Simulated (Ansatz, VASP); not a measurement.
Given: the input of a run of VASP 6.6.1 on ZrB2.

File INCAR:

```
SYSTEM = ZrB2
  PREC = Accurate
  ENCUT = 520
  EDIFF = 1E-7
  ISMEAR = -1
  SIGMA = 0.05
  LREAL = .FALSE.
  LASPH = .TRUE.
  NELM = 80
  ALGO = Normal
  ISIF = 2
  LWAVE = .FALSE.
  LCHARG = .FALSE.
  NBANDS = 16
```

KPOINTS

```
Automatic mesh
0
G
  10 10 8
  0 0 0
```

File POSCAR:

```
ZrB2
1.0
    3.1271569103      0.0000000000      0.0000000000
   -1.5635784551      2.7081973259      0.0000000000
    0.0000000000      0.0000000000      3.4852509034
Zr B
1 2
Direct
    0.0000000000      0.0000000000      0.0000000000
    0.6666666667      0.3333333333      0.5000000000
    0.3333333333      0.6666666667      0.5000000000
```

Potentials or basis: VASP PAW LDA potentials, release 64 (Zr_sv, B).

The run is started by

```bash
$ cat potpaw_LDA.64/Zr_sv/POTCAR potpaw_LDA.64/B/POTCAR > POTCAR
$ mpirun -np 1 vasp_std > vasp.out
```

Q: Translate it to Ansatz 0.2.0. Potentials there: Ansatz PAW.

A: As run (the cutoff follows the program's own potentials):

Contents of input.yaml:

```yaml
crystal:
  lattice:
    - [3.1271569103, 0.0, 0.0]
    - [-1.5635784551, 2.7081973259, 0.0]
    - [0.0, 0.0, 3.4852509034]
  atoms:
    - { symbol: Zr, position: [0.0, 0.0, 0.0] }
    - { symbol: B, position: [0.6666666667, 0.3333333333, 0.5] }
    - { symbol: B, position: [0.3333333333, 0.6666666667, 0.5] }
hamiltonian:
  xc: lda
  pseudopotentials: { kind: paw }
kpoints:
  mp_grid: { grid: [10, 10, 8] }
scf:
  occupations: { method: fermi_dirac, width: 0.05 }
output:
  forces: true
  stress: true
  eigenvalues: true
```

Potentials or basis: Ansatz PAW.

Command:

```console
$ ansatz run input.yaml --threads 2 --pin off --max-ram 5632MiB --backend cpu --events-out ev --progress --plain --runs-dir out
```

Both were run:

|  | VASP | Ansatz | Ansatz less VASP |
| --- | --- | --- | --- |
| gap on the k mesh at the Fermi level (eV) | none | none | - |
| pressure (GPa) | 1.8 | 1.3 | -0.51 |
| traceless stress, the component that is largest in VASP (GPa) | 0.12 | 0.07 | -0.050 |

LDA's correlation is that of Perdew and Zunger in VASP and of Perdew and Wang (1992) in Ansatz. A gap of «none» marks a metal or a gap that the smearing closes.
